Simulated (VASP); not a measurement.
Input of a VASP 6.6.1 run:

POSCAR

```
La2O3
1.0
    4.0925056063      0.0000000000      0.0000000000
   -2.0462528032      3.5442138202      0.0000000000
    0.0000000000      0.0000000000      6.3712762391
La O
2 3
Direct
    0.6666666667      0.3333333333      0.7456915459
    0.3333333333      0.6666666667      0.2543084541
    0.6666666667      0.3333333333      0.3575683660
    0.3333333333      0.6666666667      0.6424316340
    0.0000000000      0.0000000000      0.0000000000
```

INCAR.step1

```
SYSTEM = La2O3
PREC = Accurate ; ENCUT = 520
ISMEAR = 0 ; SIGMA = 0.01
LREAL = .FALSE. ; LASPH = .TRUE.
NELM = 100 ; NBANDS = 28
GGA = PE ; ALGO = Normal
EDIFF = 1E-4 ; LWAVE = .TRUE.
LCHARG = .FALSE.
```

INCAR.step2

```
SYSTEM = La2O3
PREC = Accurate ; ENCUT = 520
EDIFF = 1E-6 ; ISMEAR = 0
SIGMA = 0.01 ; LREAL = .FALSE.
LASPH = .TRUE. ; NELM = 100
ALGO = Normal ; ISIF = 2
LWAVE = .FALSE. ; LCHARG = .FALSE.
METAGGA = R2SCAN ; LMIXTAU = .TRUE.
NBANDS = 28 ; ISTART = 1
```

Contents of KPOINTS:

```
Automatic mesh
0
G
  12 12 4
  0 0 0
```

Potentials or basis: VASP PAW PBE potentials, release 64 (La, O).

Launch:

```bash
$ cat potpaw_PBE.64/La/POTCAR potpaw_PBE.64/O/POTCAR > POTCAR
$ cp INCAR.step1 INCAR
$ mpirun -np 1 vasp_std > vasp.out
$ cp INCAR.step2 INCAR
$ mpirun -np 1 vasp_std > vasp.out
```

Question: What does it give for the pressure?

Answer: -11.9 GPa.

Question: Estimate the band gap on the k mesh.

Answer: 3.93 eV, indirect (least direct gap 4.27 eV).

Question: Estimate the largest force.

Answer: 0.025 eV/Å.

Stress tensor (GPa, compression positive):
```
-12.98   0.00   0.00
  0.00 -12.98   0.00
  0.00   0.00  -9.64
```

Caveat: the cell differs from its parent crystal (strain +4.0%); the PAW data sets were made with another functional, which shifts forces and pressure a little; spin-orbit coupling is left out, which moves the levels of the heavy elements. A k mesh can miss the band edges.
